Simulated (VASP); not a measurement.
# Co (P-3m1) in VASP: a series of runs

The runs below take Co through single point, with PBE.

All numbers are computed with VASP 6.6.1; they aren't measurements. Logs are shortened: lines on timing, memory, paths and dates and some standing lists are left out, and cuts for length are marked.

## (1) The cell of the first run

Symmetry: P-3m1, No. 164, trigonal system. Conventional cell: a = 2.487 Å, b = 2.487 Å, c = 4.063 Å, α = 90.00°, β = 90.00°, γ = 120.00°. Within 3.2 Å of Co (site symmetry 3m) lie 12 Co at 2.42 to 2.55 Å.

## (2) Single point, PBE, collinear spin, ferromagnetic start

Contents of INCAR:

```
SYSTEM = Co
PREC = Accurate
ENCUT = 520
EDIFF = 1E-7
ISMEAR = -1
SIGMA = 0.08
LREAL = .FALSE.
LASPH = .TRUE.
NELM = 150
ALGO = Normal
ISIF = 2
LWAVE = .FALSE.
LCHARG = .FALSE.
ISPIN = 2
MAGMOM = 1.96 1.96
LORBIT = 11
NUPDOWN = 3.92
LMAXMIX = 4
GGA = PE
NBANDS = 20
```

Contents of KPOINTS:

```
regular mesh
0
G
  15 15 8
  0 0 0
```

Contents of POSCAR:

```
Co
1.0
    2.4873648738      0.0000000000      0.0000000000
   -1.2436824369      2.1541211692      0.0000000000
    0.0000000000      0.0000000000      4.0632895034
Co
2
Direct
    0.6666666667      0.3333333333      0.2598610000
    0.3333333333      0.6666666667      0.7401390000
```

Potentials or basis: VASP PAW PBE potentials, release 64 (Co).

On the command line:

```sh
cat potpaw_PBE.64/Co/POTCAR > POTCAR
mpirun -np 1 vasp_std > vasp.out
```

OUTCAR:

```text
SYSTEM = Co
   PREC = Accurate
   ENCUT = 520
   EDIFF = 1E-7
   ISMEAR = -1
   LREAL = .FALSE.
   LASPH = .TRUE.
   NELM = 150
   ISIF = 2
   ISPIN = 2
   LORBIT = 11
   NUPDOWN = 3.92
   GGA = PE

 ion  position               nearest neighbor table
   1  0.667  0.333  0.260-   2 2.42   2 2.42   2 2.42   2 2.55   2 2.55   2 2.55
   2  0.333  0.667  0.740-   1 2.42   1 2.42   1 2.42   1 2.55   1 2.55   1 2.55

  LATTYP: Found a hexagonal cell.
 ALAT       =     2.4873648738
 C/A-ratio  =     1.6335719565

  Lattice vectors:

 A1 = (   2.4873648738,   0.0000000000,   0.0000000000)
 A2 = (  -1.2436824369,   2.1541211692,   0.0000000000)
 A3 = (   0.0000000000,   0.0000000000,   4.0632895034)

Analysis of symmetry for initial positions (statically):
=====================================================================
 Subroutine PRICEL returns:
 Original cell was already a primitive cell.

 Routine SETGRP: Setting up the symmetry group for a
 hexagonal supercell.

 Subroutine GETGRP returns: Found 12 space group operations
 (whereof 12 operations were pure point group operations)
 out of a pool of 24 trial point group operations.

The static configuration has the point symmetry D_3d.

Analysis of symmetry for dynamics (positions and initial velocities):
=====================================================================
 Subroutine PRICEL returns:
 Original cell was already a primitive cell.

 Routine SETGRP: Setting up the symmetry group for a
 hexagonal supercell.

 Subroutine GETGRP returns: Found 12 space group operations
 (whereof 12 operations were pure point group operations)
 out of a pool of 24 trial point group operations.

The dynamic configuration has the point symmetry D_3d.

Analysis of structural, dynamic, and magnetic symmetry:
=====================================================================
 Subroutine PRICEL returns:
 Original cell was already a primitive cell.

 Routine SETGRP: Setting up the symmetry group for a
 hexagonal supercell.

 Subroutine GETGRP returns: Found 12 space group operations
 (whereof 12 operations were pure point group operations)
 out of a pool of 24 trial point group operations.

The overall configuration has the point symmetry D_3d.

 Subroutine INISYM returns: Found 12 space group operations
 (whereof 12 operations are pure point group operations),
 and found     1 'primitive' translations

----------------------------------------------------------------------------------------

                                     Primitive cell

  volume of cell :      21.7715

  direct lattice vectors                    reciprocal lattice vectors
     2.487364874  0.000000000  0.000000000     0.402031889  0.232113220  0.000000000
    -1.243682437  2.154121169  0.000000000     0.000000000  0.464226439  0.000000000
     0.000000000  0.000000000  4.063289503     0.000000000  0.000000000  0.246106018

  length of vectors
     2.487364874  2.487364874  4.063289503     0.464226439  0.464226439  0.246106018

  position of ions in fractional coordinates (direct lattice)
     0.666666667  0.333333333  0.259861000
     0.333333333  0.666666667  0.740139000

  ion indices of the primitive-cell ions
   primitive index   ion index
                 1           1
                 2           2

----------------------------------------------------------------------------------------

 KPOINTS: regular mesh

Automatic generation of k-mesh.
 Grid dimensions read from file:
 generate k-points for:   15   15    8

 Generating k-lattice:

  Cartesian coordinates                     Fractional coordinates (reciprocal lattice)
     0.026802126  0.015474215  0.000000000     0.066666667  0.000000000  0.000000000
     0.000000000  0.030948429  0.000000000     0.000000000  0.066666667  0.000000000
     0.000000000  0.000000000  0.030763252     0.000000000  0.000000000  0.125000000

  Length of vectors
     0.030948429  0.030948429  0.030763252

  Shift w.r.t. Gamma in fractional coordinates (k-lattice)
     0.000000000  0.000000000  0.000000000

 Subroutine IBZKPT returns following result:
 ===========================================

 Found    192 irreducible k-points:

 Following reciprocal coordinates:
            Coordinates               Weight
  0.000000  0.000000  0.000000      1.000000
  0.066667 -0.000000  0.000000      6.000000
  0.133333 -0.000000  0.000000      6.000000
  0.200000 -0.000000  0.000000      6.000000
  0.266667 -0.000000  0.000000      6.000000
  0.333333 -0.000000  0.000000      6.000000
[... 16 lines left out ...]
  0.333333  0.200000  0.000000     12.000000
  0.400000  0.200000  0.000000      6.000000
 [... further k-points ...]
   k-points           NKPTS =    192   k-points in BZ     NKDIM =    192   number of bands    NBANDS=     20
   number of dos      NEDOS =    301   number of ions     NIONS =      2
   total plane-waves  NPLWV =   9720
   dimension x,y,z NGX =    18 NGY =   18 NGZ =   30
   dimension x,y,z NGXF=    36 NGYF=   36 NGZF=   60
   ions per type =               2
   NGX,Y,Z   is equivalent  to a cutoff of  12.03, 12.03, 12.27 a.u.
   NGXF,Y,Z  is equivalent  to a cutoff of  24.06, 24.06, 24.55 a.u.
 SYSTEM =  Co
   PREC   = accura    normal or accurate (medium, high low for compatibility)
   ISTART =      0    job   : 0-new  1-cont  2-samecut
   ICHARG =      2    charge: 1-file 2-atom 10-const
   ISPIN  =      2    spin polarized calculation?
   LNONCOLLINEAR =      F non collinear calculations
   LSORBIT =      F    spin-orbit coupling
   LASPH  =      T    aspherical Exc in radial PAW
   ENCUT  =  520.0 eV  38.22 Ry    6.18 a.u.   4.62  4.62  7.56*2*pi/ulx,y,z
   NELM   =    150;   NELMIN=  2; NELMDL= -5     # of ELM steps
   EDIFF  = 0.1E-06   stopping-criterion for ELM
   LREAL  =      F    real-space projection
   EDIFFG = 0.1E-05   stopping-criterion for IOM
   NSW    =      0    number of steps for IOM
   IBRION =     -1    ionic relax: 0-MD 1-quasi-New 2-CG
   NFREE  =      0    steps in history (QN), initial steepest desc. (CG)
   ISIF   =      2    stress and relaxation
   ISYM   =      2    0-nonsym 1-usesym 2-fastsym
   POTIM  = 0.5000    time-step for ionic-motion
   TEBEG  =    0.0;   TEEND  =   0.0 temperature during run
   PSTRESS=    0.0 pullay stress
   NELECT =      18.0000    total number of electrons
   NUPDOWN=       3.9200    fix difference up-down
   EMIN   =  10.00;   EMAX   =-10.00  energy-range for DOS
   EFERMI =   0.00;   METHOD = LEGACY
   ISMEAR =    -1;   SIGMA  =   0.08  broadening in eV -4-tet -1-fermi 0-gaus
   EFERMI_NEDOS =   21; number of points for ismear=-14 and -15
   IALGO  =     38    algorithm
   IMIX   =      4    mixing-type and parameters
     AMIX     =   0.40;   BMIX     =  1.00
     AMIX_MAG =   1.60;   BMIX_MAG =  1.00
  volume/ion in A,a.u.               =      10.89        73.46
  Fermi-wavevector in a.u.,A,eV,Ry     =   1.536514  2.903591 32.121660  2.360875
  Thomas-Fermi vector in A             =   2.643152
   LORBIT       =     11    0 simple, 1 ext, 2 COOP (PROOUT), +10 PAW based schemes
   GGA     = PE    functional components
   LHFCALC =     F    Hartree Fock is set to
   AEXX    =    0.0000 exact exchange contribution
   IVDW    =     0    specifies the selected vdW correction
   LEPSILON=     F    determine dielectric tensor
   LRPA    =     F    only Hartree local field effects (RPA)
 spin polarized calculation
  energy-cutoff  :      520.00
  volume of cell :       21.77
 maximum number of plane-waves:       600
   NGX =  9   NGY =  9   NGZ = 15

 number of electron      17.9999996 magnetization       3.9199999

 Free energy of the ion-electron system (eV)
  ---------------------------------------------------
  ext. energy  EPLUGINS =         0.00000000
  ---------------------------------------------------
  free energy    TOTEN  =       -13.86755813 eV

  energy without entropy =      -13.83334598  energy(sigma->0) =      -13.85045206

 E-fermi :  10.0420     XC(G=0): -13.3917

 val. band max:       11.2451501227   @ k =   0.1333  -0.0000   0.1250
 cond. band min:      10.0447609028   @ k =   0.4667  -0.0000   0.5000
 fundamental gap:     -1.2003892199
 Fermi energy:        11.2570168563

 spin component 1

 k-point     1 :       0.0000    0.0000    0.0000
  band No.  band energies     occupation
      1       1.2295      1.00000
      2       4.9133      1.00000
      3       7.3540      1.00000
      4       7.3852      1.00000
      5       7.3852      1.00000
      6       7.6811      1.00000
[... 12 lines left out ...]
     19      36.1259      0.00000
     20      36.1259      0.00000

 k-point     2 :       0.0667   -0.0000    0.0000
  band No.  band energies     occupation
      1       1.3863      1.00000
      2       5.0081      1.00000
      3       7.1982      1.00000
      4       7.4567      1.00000
      5       7.5188      1.00000
      6       7.6458      1.00000
[... 12 lines left out ...]
     19      37.9102      0.00000
     20      38.1720      0.00000

 k-point     3 :       0.1333   -0.0000    0.0000
  band No.  band energies     occupation
      1       1.8459      1.00000
      2       5.2620      1.00000
      3       6.9830      1.00000
      4       7.4893      1.00000
      5       7.5906      1.00000
      6       7.6587      1.00000
[... 12 lines left out ...]
     19      36.6891      0.00000
     20      39.0254      0.00000

 k-point     4 :       0.2000   -0.0000    0.0000
  band No.  band energies     occupation
      1       2.5713      1.00000
      2       5.5635      1.00000
      3       6.7336      1.00000
      4       6.9872      1.00000
      5       7.4169      1.00000
      6       7.7149      1.00000
[... 429 lines left out ...]
 k-point    23 :       0.3333    0.2000    0.0000
  band No.  band energies     occupation
      1       5.6513      1.00000
      2       5.7669      1.00000
      3       5.8669      1.00000
      4       6.6877      1.00000
      5       7.0784      1.00000
      6       7.4072      1.00000
[... 12 lines left out ...]
     19      29.5736      0.00000
     20      39.0531      0.00000

 k-point    24 :       0.4000    0.2000    0.0000
  band No.  band energies     occupation
      1       5.6196      1.00000
      2       5.8178      1.00000
      3       5.8214      1.00000
      4       6.8375      1.00000
      5       7.1078      1.00000
      6       7.3208      1.00000
[... 12 lines left out ...]
     19      29.4051      0.00000
     20      38.9756      0.00000

 [... further k-points ...]

 spin component 2

 k-point     1 :       0.0000    0.0000    0.0000
  band No.  band energies     occupation
      1       1.4047      1.00000
      2       6.0699      1.00000
      3       9.2041      0.99997
      4       9.3198      0.99988
      5       9.3198      0.99988
      6       9.6209      0.99485
[... 12 lines left out ...]
     19      36.6245      0.00000
     20      36.6245      0.00000

 k-point     2 :       0.0667   -0.0000    0.0000
  band No.  band energies     occupation
      1       1.5620      1.00000
      2       6.1787      1.00000
      3       9.0557      1.00000
      4       9.3999      0.99967
      5       9.4163      0.99960
      6       9.5588      0.99762
[... 12 lines left out ...]
     19      38.2359      0.00000
     20      38.4153      0.00000

 k-point     3 :       0.1333   -0.0000    0.0000
  band No.  band energies     occupation
      1       2.0252      1.00000
      2       6.4767      1.00000
      3       8.7636      1.00000
      4       8.9634      1.00000
      5       9.4137      0.99961
      6       9.6305      0.99420
[... 12 lines left out ...]
     19      36.8446      0.00000
     20      39.6079      0.00000

 k-point     4 :       0.2000   -0.0000    0.0000
  band No.  band energies     occupation
      1       2.7649      1.00000
      2       6.8631      1.00000
      3       8.2625      1.00000
      4       8.5792      1.00000
      5       9.2534      0.99995
      6       9.7280      0.98064
[... 429 lines left out ...]
 k-point    23 :       0.3333    0.2000    0.0000
  band No.  band energies     occupation
      1       6.7336      1.00000
      2       7.2342      1.00000
      3       7.3299      1.00000
      4       7.8892      1.00000
      5       8.9380      1.00000
      6       9.2379      0.99996
[... 12 lines left out ...]
     19      30.1163      0.00000
     20      39.5346      0.00000

 k-point    24 :       0.4000    0.2000    0.0000
  band No.  band energies     occupation
      1       6.9917      1.00000
      2       7.1710      1.00000
      3       7.2790      1.00000
      4       7.9627      1.00000
      5       8.9816      1.00000
      6       9.1192      0.99999
[... 12 lines left out ...]
     19      29.9456      0.00000
     20      39.4625      0.00000

 [... further k-points ...]

------------------------ aborting loop because EDIFF is reached ----------------------------------------

  FORCE on cell =-STRESS in cart. coord.  units (eV):
  Direction    XX          YY          ZZ          XY          YZ          ZX
  --------------------------------------------------------------------------------------
  -------------------------------------------------------------------------------------
  Total        0.8668970      0.8668970      1.0055204      0.0000000     -0.0000000      0.0000000
  in kB       63.7955932     63.7955932     73.9969933      0.0000000     -0.0000000      0.0000000
  external PRESSURE =      67.1960599 kB  Pullay stress =       0.0000000 kB

 VOLUME and BASIS-vectors are now :
 -----------------------------------------------------------------------------
  energy-cutoff  :      520.00
  volume of cell :       21.77
      direct lattice vectors                 reciprocal lattice vectors
     2.487364874  0.000000000  0.000000000     0.402031889  0.232113220  0.000000000
    -1.243682437  2.154121169  0.000000000     0.000000000  0.464226439  0.000000000
     0.000000000  0.000000000  4.063289503     0.000000000  0.000000000  0.246106018

 POSITION                                       TOTAL-FORCE (eV/Angst)
 -----------------------------------------------------------------------------------
      1.24368      0.71804      1.05589         0.000000     -0.000000     -0.525234
     -0.00000      1.43608      3.00740        -0.000000      0.000000      0.525234
 -----------------------------------------------------------------------------------
    total drift:                                0.000000     -0.000000     -0.000000

  FREE ENERGIE OF THE ION-ELECTRON SYSTEM (eV)
  ---------------------------------------------------
  free  energy   TOTEN  =       -13.8675581266 eV

  energy  without entropy=      -13.8333459846  energy(sigma->0) =      -13.85045206

 total charge

# of ion       s       p       d       tot
------------------------------------------
    1        0.503   0.544   7.217   8.264
    2        0.503   0.544   7.217   8.264
--------------------------------------------------
tot          1.006   1.088  14.433  16.528

 magnetization (x)

# of ion       s       p       d       tot
------------------------------------------
    1        0.002  -0.012   1.965   1.954
    2        0.002  -0.012   1.965   1.954
--------------------------------------------------
tot          0.004  -0.025   3.929   3.908
```

Wall time 2.1 min (1 thread of Intel Xeon Platinum 8488C (Sapphire Rapids), shared host); peak memory 0.22 GiB.

Results:

| Quantity | Value |
| --- | --- |
| Free energy | -13.8676 eV |
| Pressure | 6.7 GPa |
| Largest force | 0.525 eV/Å |
| Net moment | 3.92 μB per cell |
| Site moments | Co +1.95 μB |
| Valence electrons inside the program's atomic spheres | Co 8.26 |

Forces in eV/Å, atoms in the order of the input:
```
Co   0.000  0.000 -0.525
Co   0.000  0.000  0.525
```

Caveat: the cell stands under pressure; the total moment is fixed, so each spin has its own Fermi level and the state may be an excited one.

## (3) Single point, PBE, collinear spin, ferromagnetic start

Contents of INCAR:

```
PREC = Accurate
ENCUT = 520
EDIFF = 1E-6
ISMEAR = -1
SIGMA = 0.08
LREAL = False
LASPH = True
NELM = 150
ALGO = Normal
ISIF = 2
LWAVE = False
LCHARG = False
ISPIN = 2
MAGMOM = 2.205 2.205
LORBIT = 11
NUPDOWN = 4.41
LMAXMIX = 4
GGA = PE
NBANDS = 20
```

Contents of KPOINTS:

```
Automatic mesh
0
Gamma
  15 15 8
```

POSCAR is that of step 2.

Potentials or basis: VASP PAW PBE potentials, release 64 (Co).

On the command line:

```sh
cat potpaw_PBE.64/Co/POTCAR > POTCAR
mpirun -np 1 vasp_std > vasp.out
```

Wall time 1.8 min (1 thread of Intel Xeon Platinum 8488C (Sapphire Rapids), shared host); peak memory 0.22 GiB.

The run converged. Its results:

```yaml
Free_energy: -13.4556 eV
Pressure: 13.1 GPa
Largest_force: 0.697 eV/Å
Net_moment: 4.41 μB per cell
Site_moments: Co +2.17 μB
Valence_electrons_inside_the_program's_atomic_spheres: Co 8.25
```

Forces in eV/Å, atoms in the order of the input:
```
Co   0.000  0.000 -0.697
Co   0.000  0.000  0.697
```

Stress tensor (GPa, compression positive):
```
12.45  0.00  0.00
 0.00 12.45  0.00
 0.00  0.00 14.32
```

Caveat: the cell stands under pressure; the total moment is fixed, so each spin has its own Fermi level and the state may be an excited one.

[end of part 1 of 2]
